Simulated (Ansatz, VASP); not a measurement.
## Ru in VASP and in Ansatz

INCAR

```
SYSTEM = Ru
AGGAC    = 1.0          
AGGAX    = 1.0          
ALDAC    = 0.0          
ALDAX    = 1.0          
ALGO     = Normal         ! electronic algorithm
EDIFF    = 1E-6           ! SCF threshold, eV
ENCUT    = 520            ! plane-wave cutoff, eV
GGA      = B5             ! functional
ISIF     = 2              ! what is computed and relaxed
ISMEAR   = -1             ! smearing method
LASPH    = .True.         ! aspherical terms in the spheres
LCHARG   = .True.         ! write CHGCAR
LELF     = .True.         ! ELF
LREAL    = .False.        ! projectors in reciprocal space
LVHAR    = .True.       
LWAVE    = .False.        ! write WAVECAR
NBANDS   = 21             ! bands
NELM     = 100            ! most SCF steps
PREC     = Accurate       ! precision mode
SIGMA    = 0.1            ! smearing width, eV
```

File KPOINTS:

```
k-points
0
Gamma
  21 21 12
  0 0 0
```

POSCAR

```
Ru
1.0
    2.8047610319      0.0000000000      0.0000000000
   -1.4023805159      2.4289943052      0.0000000000
    0.0000000000      0.0000000000      4.4054951636
Ru
2
Direct
    0.3333333333      0.6666666667      0.2500000000
    0.6666666667      0.3333333333      0.7500000000
```

Input for Ansatz:

```yaml
crystal:
  lattice:
    - [2.8047610319, 0.0, 0.0]
    - [-1.4023805159, 2.4289943052, 0.0]
    - [0.0, 0.0, 4.4054951636]
  atoms:
    - { symbol: Ru, position: [0.3333333333, 0.6666666667, 0.25] }
    - { symbol: Ru, position: [0.6666666667, 0.3333333333, 0.75] }
hamiltonian:
  xc: blyp
  pseudopotentials:
    kind: paw
    azcp:
      Ru: "pseudopotentials/Ru.paw.azcp"
basis:
  ecutwfc: 420
  fft_grid_basis: typed
kpoints:
  mp_grid: { grid: [21, 21, 12], shift: [0, 0, 0] }
magnetization:
  spin_polarized: false
scf:
  occupations: { method: fermi_dirac, width: 0.1 }
output:
  stress: true
```

Alike in both runs: task single point; functional BLYP; k mesh 21 × 21 × 12; occupations fermi-dirac, width 0.1 eV; no spin polarisation.

|  | VASP | Ansatz |
| --- | --- | --- |
| version | VASP 6.6.1 | Ansatz 0.2.0 |
| potentials or method | VASP PAW PBE potentials, release 64 (Ru_pv), cutoff 520 eV | plane waves (420 eV) with PAW, scalar-relativistic |
| valence electrons in the cell | 28 | 32 |

```tsv
	VASP	Ansatz	Ansatz less VASP
pressure (GPa)	-9.0	-9.5	-0.53
traceless stress, the component that is largest in VASP (GPa)	-0.09	-0.12	-0.035
```

VASP's potentials were made for PBE, not for BLYP. With one functional, cell and mesh, what is left measures potentials, basis and numerics. VASP's potentials hold 28 valence electrons a cell and Ansatz's 32, so a difference there can come from the potentials and not from the codes.
